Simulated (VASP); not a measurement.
# Ba8Ti8O25 (a cell with a defect) in VASP: single point with PBE

Aim: the single point of Ba8Ti8O25 (a cell with a defect) with PBE.

Program: VASP 6.6.1. These are calculated values, not measurements. Logs are shortened: lines on timing, memory, paths and dates and some standing lists are left out, and cuts for length are marked.

### 1 The cell of the first run

The cell holds a defect, 41 atoms: a = 8.000 Å, b = 8.000 Å, c = 8.036 Å, α = 90.00°, β = 90.00°, γ = 90.00°.

### 2 Single point, PBE, collinear spin, zero start

The input, INCAR:

```
SYSTEM = Ba8Ti8O25
ALGO = Normal
EDIFF = 1E-6
ENCUT = 520
GGA = PE
GGA_COMPAT = .False.
ISIF = 2
ISMEAR = 0
ISPIN = 2
KPAR = 2
LASPH = .True.
LCHARG = .False.
LMAXMIX = 4
LORBIT = 11
LREAL = Auto
LWAVE = .False.
MAGMOM = 0 0 0 0 0 0 0 0 0 0 0 0 0 0 0 0 0 0 0 0 0 0 0 0 0 0 0 0 0 0 0 0 0 0 0 0 0 0 0 0 0
NBANDS = 193
NCORE = 2
NELM = 200
PREC = Accurate
SIGMA = 0.05
```

The input, KPOINTS:

```
k-points
0
Gamma
  2 2 2
  0 0 0
```

The input, POSCAR:

```
Ba8Ti8O25
1.0
    7.9996000000      0.0000000000      0.0000000000
    0.0000000000      7.9996000000      0.0000000000
    0.0000000000      0.0000000000      8.0360000000
Ba Ti O
8 8 25
Direct
    0.0011310489     -0.0022781409      0.0020408433
    0.0004369481     -0.0041814994      0.5083900763
    0.0031254008      0.4967340547      0.0025383261
    0.0151261166      0.4944386511      0.5168767275
    0.4970905961     -0.0011702797      0.0029425871
    0.4961395391     -0.0042292136      0.5078386715
    0.4925594615      0.4980891497     -0.0005571078
    0.4863267124      0.4961624652      0.5126578393
    0.2601698119      0.2531127678      0.2485281746
    0.2439581889      0.2387799713      0.7504039715
    0.2391564672      0.7558058010      0.2481566602
    0.2438381388      0.7432344857      0.7513484113
    0.7609044438      0.2297215178      0.2462326270
    0.7426661975      0.2407182244      0.7454650257
    0.7388612992      0.7586314382      0.2446388839
    0.7422161725      0.7422357675      0.7525088025
    0.2493302823      0.2471507743      0.0157922797
    0.2496693306      0.2457843294      0.5179768731
    0.2523690223      0.7475372118      0.0159630536
    0.2524973956      0.7482937447      0.5170596224
    0.7496877441      0.2402227401      0.0156182079
    0.7486583880      0.2461431974      0.5125505789
    0.7532315779      0.7593860460      0.0119660252
    0.7521110188      0.7792492568      0.5301800656
    0.2485157057     -0.0072466631      0.2627076227
    0.2526332763      0.0021483313      0.7637470955
    0.2498583810      0.4915853980      0.2626674792
    0.2524701375      0.5030979671      0.7642911673
    0.7492838474     -0.0052440882      0.2621109009
    0.7525119663      0.0105442297      0.7668519708
    0.7423104489      0.4744123105      0.2049244643
    0.7525759527      0.5049530472      0.7611694020
   -0.0054883789      0.2427986552      0.2636089723
    0.0055454396      0.2516195889      0.7622576470
    0.0051626961      0.7473695891      0.2584708783
    0.0081341582      0.7518440949      0.7648853174
    0.4933679186      0.2407849055      0.2637285042
    0.5021814653      0.2520380602      0.7617719444
    0.5047178756      0.7483508829      0.2582388684
    0.5024564530      0.7523584177      0.7653644131
    0.7542356473      0.5539880401      0.3646818072
```

Potentials or basis: VASP PAW PBE potentials, release 64 (Ba_sv, Ti_sv, O).

Command:

```console
$ cat potpaw_PBE.64/Ba_sv/POTCAR potpaw_PBE.64/Ti_sv/POTCAR potpaw_PBE.64/O/POTCAR > POTCAR
$ mpirun -np 4 vasp_std > vasp.out
```

OUTCAR:

```text
SYSTEM = Ba8Ti8O25
   EDIFF = 1E-6
   ENCUT = 520
   GGA = PE
   ISIF = 2
   ISMEAR = 0
   ISPIN = 2
   LASPH = .True.
   LORBIT = 11
   LREAL = Auto
   NELM = 200
   PREC = Accurate

 ion  position               nearest neighbor table
   1  0.001  0.998  0.002-  36 2.74  30 2.75  23 2.75  26 2.78  21 2.80  34 2.80  17 2.82  19 2.84
                            35 2.87  33 2.87  25 2.88  29 2.90  13 3.31  11 3.36  10 3.40  15 3.44
   2  0.000  0.996  0.508-  24 2.64  33 2.79  25 2.80  29 2.82  18 2.82  35 2.83  20 2.83  36 2.84
                            22 2.84  30 2.87  26 2.88  34 2.89  10 3.37  13 3.41  12 3.42  11 3.42
   3  0.003  0.497  0.003-  31 2.65  34 2.75  28 2.77  32 2.79  36 2.80  17 2.81  19 2.83  35 2.87
                            27 2.88  21 2.89  23 2.90  33 2.92  12 3.42  11 3.43   9 3.45  10 3.47
   4  0.015  0.494  0.517-  41 2.47  18 2.73  28 2.75  34 2.77  27 2.77  20 2.78  36 2.87  33 2.87
                            32 2.88  35 2.90  22 2.91  24 3.10  12 3.30  10 3.32  31 3.33   9 3.50
   5  0.497  0.999  0.003-  26 2.74  40 2.74  30 2.79  21 2.80  38 2.80  23 2.81  19 2.81  17 2.81
                            37 2.85  39 2.87  25 2.88  29 2.90  15 3.35   9 3.41  13 3.42  14 3.45
   6  0.496  0.996  0.508-  24 2.69  37 2.77  20 2.78  25 2.79  18 2.81  39 2.82  29 2.83  26 2.83
                            40 2.84  22 2.84  38 2.89  30 2.92  14 3.37  10 3.41  15 3.44  16 3.44
   7  0.493  0.498  0.999-  31 2.60  28 2.69  38 2.74  40 2.77  19 2.77  17 2.80  32 2.83  27 2.87
                            39 2.89  21 2.92  23 2.95  37 2.96   9 3.36  16 3.43  12 3.43  15 3.48
   8  0.486  0.496  0.513-  41 2.49  20 2.75  28 2.76  18 2.76  27 2.76  38 2.80  37 2.86  39 2.88
                            40 2.89  22 2.90  32 2.92  24 3.11  31 3.22  12 3.37   9 3.40  10 3.41
   9  0.260  0.253  0.249-  37 1.87  17 1.87  27 1.91  25 2.09  33 2.13  18 2.17   7 3.36   8 3.40
                             5 3.41   3 3.45   6 3.48   4 3.50   1 3.52   2 3.59
  10  0.244  0.239  0.750-  18 1.87  26 1.90  34 1.91  38 2.07  28 2.12  17 2.13   4 3.32   2 3.37
                             1 3.40   6 3.41   8 3.41   5 3.45   3 3.47   7 3.50
  11  0.239  0.756  0.248-  19 1.87  35 1.87  25 1.90  27 2.12  39 2.13  20 2.16   1 3.36   2 3.42
                             3 3.43   5 3.45   4 3.50   6 3.50   7 3.51   8 3.57
  12  0.244  0.743  0.751-  20 1.88  36 1.89  28 1.93  40 2.07  26 2.07  19 2.13   4 3.30   8 3.37
                             3 3.42   2 3.42   7 3.43   1 3.46   6 3.46   5 3.52
  13  0.761  0.230  0.246-  21 1.86  33 1.88  29 1.89  31 1.99  22 2.15  37 2.15   1 3.31   2 3.41
                             5 3.42   3 3.49   6 3.52   7 3.63   4 3.65   8 3.74
  14  0.743  0.241  0.745-  30 1.85  22 1.87  38 1.93  34 2.11  32 2.12  21 2.17   6 3.37   2 3.42
                             8 3.45   5 3.45   4 3.50   1 3.51   7 3.52   3 3.58
  15  0.739  0.759  0.245-  23 1.87  39 1.88  29 1.90  41 1.90  35 2.14  31 2.30  24 2.30   5 3.35
                             6 3.44   1 3.44   7 3.48   2 3.53   3 3.56   8 3.62   4 3.76
  16  0.742  0.742  0.753-  24 1.81  32 1.90  40 1.92  23 2.09  36 2.13  30 2.15   7 3.43   8 3.43
                             6 3.44   5 3.48   2 3.50   3 3.50   4 3.50   1 3.53
  17  0.249  0.247  0.016-   9 1.87  10 2.13   7 2.80   3 2.81   5 2.81   1 2.82
  18  0.250  0.246  0.518-  10 1.87   9 2.17   4 2.73   8 2.76   6 2.81   2 2.82
  19  0.252  0.748  0.016-  11 1.87  12 2.13   7 2.77   5 2.81   3 2.83   1 2.84
  20  0.252  0.748  0.517-  12 1.88  11 2.16   8 2.75   6 2.78   4 2.78   2 2.83
  21  0.750  0.240  0.016-  13 1.86  14 2.17   1 2.80   5 2.80   3 2.89   7 2.92
  22  0.749  0.246  0.513-  14 1.87  13 2.15   2 2.84   6 2.84   8 2.90   4 2.91
  23  0.753  0.759  0.012-  15 1.87  16 2.09   1 2.75   5 2.81   3 2.90   7 2.95
  24  0.752  0.779  0.530-  16 1.81  15 2.30   2 2.64   6 2.69   4 3.10   8 3.11
  25  0.249  0.993  0.263-  11 1.90   9 2.09   6 2.79   2 2.80   1 2.88   5 2.88
  26  0.253  0.002  0.764-  10 1.90  12 2.07   5 2.74   1 2.78   6 2.83   2 2.88
  27  0.250  0.492  0.263-   9 1.91  11 2.12   8 2.76   4 2.77   7 2.87   3 2.88
  28  0.252  0.503  0.764-  12 1.93  10 2.12   7 2.69   4 2.75   8 2.76   3 2.77
  29  0.749  0.995  0.262-  13 1.89  15 1.90   2 2.82   6 2.83   5 2.90   1 2.90
  30  0.753  0.011  0.767-  14 1.85  16 2.15   1 2.75   5 2.79   2 2.87   6 2.92
  31  0.742  0.474  0.205-  41 1.44  13 1.99  15 2.30   7 2.60   3 2.65   8 3.22   4 3.33
  32  0.753  0.505  0.761-  16 1.90  14 2.12   3 2.79   7 2.83   4 2.88   8 2.92
  33  0.995  0.243  0.264-  13 1.88   9 2.13   2 2.79   4 2.87   1 2.87   3 2.92
  34  0.006  0.252  0.762-  10 1.91  14 2.11   3 2.75   4 2.77   1 2.80   2 2.89
  35  0.005  0.747  0.258-  11 1.87  15 2.14   2 2.83   3 2.87   1 2.87   4 2.90
  36  0.008  0.752  0.765-  12 1.89  16 2.13   1 2.74   3 2.80   2 2.84   4 2.87
  37  0.493  0.241  0.264-   9 1.87  13 2.15   6 2.77   5 2.85   8 2.86   7 2.96
  38  0.502  0.252  0.762-  14 1.93  10 2.07   7 2.74   8 2.80   5 2.80   6 2.89
  39  0.505  0.748  0.258-  15 1.88  11 2.13   6 2.82   5 2.87   8 2.88   7 2.89
  40  0.502  0.752  0.765-  16 1.92  12 2.07   5 2.74   7 2.77   6 2.84   8 2.89
  41  0.754  0.554  0.365-  31 1.44  15 1.90   4 2.47   8 2.49

  LATTYP: Found a simple tetragonal cell.
 ALAT       =     7.9996000000
 C/A-ratio  =     1.0045502275

  Lattice vectors:

 A1 = (   7.9996000000,   0.0000000000,   0.0000000000)
 A2 = (   0.0000000000,   7.9996000000,   0.0000000000)
 A3 = (   0.0000000000,   0.0000000000,   8.0360000000)

Analysis of symmetry for initial positions (statically):
=====================================================================
 Subroutine PRICEL returns:
 Original cell was already a primitive cell.

[... 202 lines left out ...]
   ISIF   =      2    stress and relaxation
   ISYM   =      2    0-nonsym 1-usesym 2-fastsym
   POTIM  = 0.5000    time-step for ionic-motion
   TEBEG  =    0.0;   TEEND  =   0.0 temperature during run
   PSTRESS=    0.0 pullay stress
   NELECT =     326.0000    total number of electrons
   NUPDOWN=      -1.0000    fix difference up-down
   EMIN   =  10.00;   EMAX   =-10.00  energy-range for DOS
   EFERMI =   0.00;   METHOD = LEGACY
   ISMEAR =     0;   SIGMA  =   0.05  broadening in eV -4-tet -1-fermi 0-gaus
   EFERMI_NEDOS =   21; number of points for ismear=-14 and -15
   IALGO  =     38    algorithm
   IMIX   =      4    mixing-type and parameters
     AMIX     =   0.40;   BMIX     =  1.00
     AMIX_MAG =   1.60;   BMIX_MAG =  1.00
  volume/ion in A,a.u.               =      12.54        84.64
  Fermi-wavevector in a.u.,A,eV,Ry     =   1.406334  2.657586 26.909275  1.977776
  Thomas-Fermi vector in A             =   2.528705
   LORBIT       =     11    0 simple, 1 ext, 2 COOP (PROOUT), +10 PAW based schemes
   GGA     = PE    functional components
   LHFCALC =     F    Hartree Fock is set to
   AEXX    =    0.0000 exact exchange contribution
   IVDW    =     0    specifies the selected vdW correction
   LEPSILON=     F    determine dielectric tensor
   LRPA    =     F    only Hartree local field effects (RPA)
 spin polarized calculation
 Gauss-broadening in eV      SIGMA  =   0.05
  energy-cutoff  :      520.00
  volume of cell :      514.25
 maximum number of plane-waves:     13869
 NGX is ok and might be reduce to    60
   NGX = 29   NGY = 29   NGZ = 29

 number of electron     326.0000011 magnetization       0.0000000

 number of electron     326.0000011 magnetization      -0.0000000

 Free energy of the ion-electron system (eV)
  ---------------------------------------------------
  ext. energy  EPLUGINS =         0.00000000
  ---------------------------------------------------
  free energy    TOTEN  =      -322.56728736 eV

  energy without entropy =     -322.56728736  energy(sigma->0) =     -322.56728736

 E-fermi :   4.2798     XC(G=0): -11.3077

 val. band max:        3.9597178685   @ k =   0.0000   0.5000   0.5000
 cond. band min:       6.1102911948   @ k =   0.0000   0.0000   0.0000
 fundamental gap:      2.1505733263
 Fermi energy:         4.2798485689

 spin component 1

 k-point     1 :       0.0000    0.0000    0.0000
  band No.  band energies     occupation
      1     -52.5219      1.00000
      2     -52.4845      1.00000
      3     -52.4708      1.00000
      4     -52.4656      1.00000
      5     -52.4522      1.00000
      6     -52.3839      1.00000
[... 1413 lines left out ...]
    174       7.3093      0.00000
    175       7.3252      0.00000
 Fermi energy:         4.2798485689

 spin component 2

 k-point     1 :       0.0000    0.0000    0.0000
  band No.  band energies     occupation
      1     -52.5219      1.00000
      2     -52.4845      1.00000
      3     -52.4708      1.00000
      4     -52.4656      1.00000
      5     -52.4522      1.00000
      6     -52.3839      1.00000
[... 1413 lines left out ...]
    174       7.3093      0.00000
    175       7.3252      0.00000
 [bands above 175 left out]

------------------------ aborting loop because EDIFF is reached ----------------------------------------

  FORCE on cell =-STRESS in cart. coord.  units (eV):
  Direction    XX          YY          ZZ          XY          YZ          ZX
  --------------------------------------------------------------------------------------
  -------------------------------------------------------------------------------------
  Total       30.2928929     34.4495138     32.0081782      0.0810811      2.8592829      1.2763409
  in kB       94.3788889    107.3290307     99.7229383      0.2526118      8.9082263      3.9764984
  external PRESSURE =     100.4769527 kB  Pullay stress =       0.0000000 kB

 VOLUME and BASIS-vectors are now :
 -----------------------------------------------------------------------------
  energy-cutoff  :      520.00
  volume of cell :      514.25
      direct lattice vectors                 reciprocal lattice vectors
     7.999600000  0.000000000  0.000000000     0.125006250  0.000000000  0.000000000
     0.000000000  7.999600000  0.000000000     0.000000000  0.125006250  0.000000000
     0.000000000  0.000000000  8.036000000     0.000000000  0.000000000  0.124440020

 POSITION                                       TOTAL-FORCE (eV/Angst)
 -----------------------------------------------------------------------------------
      0.00905      7.98138      0.01640         0.019402     -0.001286      0.038507
      0.00350      7.96615      4.08542         0.026917      0.033835      0.007700
      0.02500      3.97367      0.02040        -0.003659      0.016851      0.026115
      0.12100      3.95531      4.15362         0.017526      0.002857      0.014489
      3.97653      7.99024      0.02365         0.003317     -0.006471      0.036262
      3.96892      7.96577      4.08099         0.003318      0.024769      0.007277
[... 33 lines left out ...]
      4.01945      6.01857      6.15047        -0.021876     -0.012364     -0.021434
      6.03358      4.43168      2.93058         0.014565      0.156047      0.094564
 -----------------------------------------------------------------------------------
    total drift:                                0.010650      0.000680     -0.024655

  FREE ENERGIE OF THE ION-ELECTRON SYSTEM (eV)
  ---------------------------------------------------
  free  energy   TOTEN  =      -322.5672873613 eV

  energy  without entropy=     -322.5672873613  energy(sigma->0) =     -322.56728736

 total charge

# of ion       s       p       d       tot
------------------------------------------
    1        2.010   5.655   0.346   8.011
    2        2.009   5.655   0.341   8.005
    3        2.009   5.654   0.339   8.002
    4        2.012   5.658   0.366   8.037
    5        2.009   5.655   0.344   8.009
    6        2.009   5.655   0.341   8.004
[... 33 lines left out ...]
   40        1.564   3.480   0.000   5.044
   41        1.608   3.419   0.000   5.027
--------------------------------------------------
tot         73.090 182.318  17.173 272.581

 magnetization (x)

# of ion       s       p       d       tot
------------------------------------------
    1        0.000   0.000   0.000   0.000
    2        0.000  -0.000   0.000   0.000
    3        0.000   0.000   0.000   0.000
    4        0.000   0.000   0.000   0.000
    5        0.000  -0.000   0.000   0.000
    6        0.000   0.000   0.000   0.000
[... 33 lines left out ...]
   40       -0.000   0.000   0.000   0.000
   41        0.000   0.000   0.000   0.000
--------------------------------------------------
tot         -0.000  -0.000   0.000   0.000
```

It took 12 min on 4 MPI ranks of Intel Xeon Platinum 8488C (Sapphire Rapids), shared host; peak memory 0.73 GiB.

What came out:

```yaml
Free_energy: -322.5673 eV
Pressure: 10.0 GPa
Largest_force: 0.183 eV/Å
Band_gap_on_the_k_mesh: 2.15 eV
Net_moment: 0.00 μB per cell
Valence_electrons_inside_the_program's_atomic_spheres: Ba 8.01, 8.00, 8.04, 8.02, 8.03 (each value once); Ti 10.28, 10.29, 10.34, 10.38, 10.31 (each value once); O 5.05, 5.04, 5.03, 5.08, 5.02 (each value once)
```

Forces in eV/Å, atoms in the order of the input:
```
Ba   0.019 -0.001  0.039
Ba   0.027  0.034  0.008
Ba  -0.004  0.017  0.026
Ba   0.018  0.003  0.014
Ba   0.003 -0.006  0.036
Ba   0.003  0.025  0.007
Ba   0.020  0.003  0.039
Ba  -0.027 -0.015  0.032
Ti  -0.034 -0.029  0.031
Ti   0.034  0.029  0.051
Ti   0.044 -0.033  0.040
Ti   0.030  0.004  0.044
Ti  -0.051  0.055  0.061
Ti   0.025  0.060  0.036
Ti   0.035 -0.036  0.060
Ti   0.019  0.015  0.061
O   -0.002 -0.008 -0.037
O   -0.001 -0.013 -0.059
O   -0.008  0.005 -0.034
O   -0.010  0.022 -0.049
O   -0.002  0.010 -0.083
O    0.002  0.014 -0.032
O   -0.004 -0.031 -0.047
O   -0.015 -0.070 -0.059
O    0.000  0.030 -0.012
O   -0.010 -0.032 -0.016
O   -0.006  0.042 -0.014
O   -0.014 -0.015  0.003
O    0.004 -0.005 -0.003
O   -0.002 -0.066 -0.021
O   -0.018 -0.128 -0.129
O   -0.001 -0.017 -0.027
O    0.054  0.025  0.009
O   -0.028 -0.020 -0.008
O   -0.033  0.000 -0.003
O   -0.035 -0.009 -0.019
O    0.056  0.018 -0.001
O   -0.028 -0.013 -0.013
O   -0.055 -0.007 -0.004
O   -0.022 -0.012 -0.021
O    0.015  0.156  0.095
```

Stress tensor (GPa, compression positive):
```
 9.44  0.03  0.40
 0.03 10.73  0.89
 0.40  0.89  9.97
```

Caveat: spin-orbit coupling is left out, which moves the levels of the heavy elements.
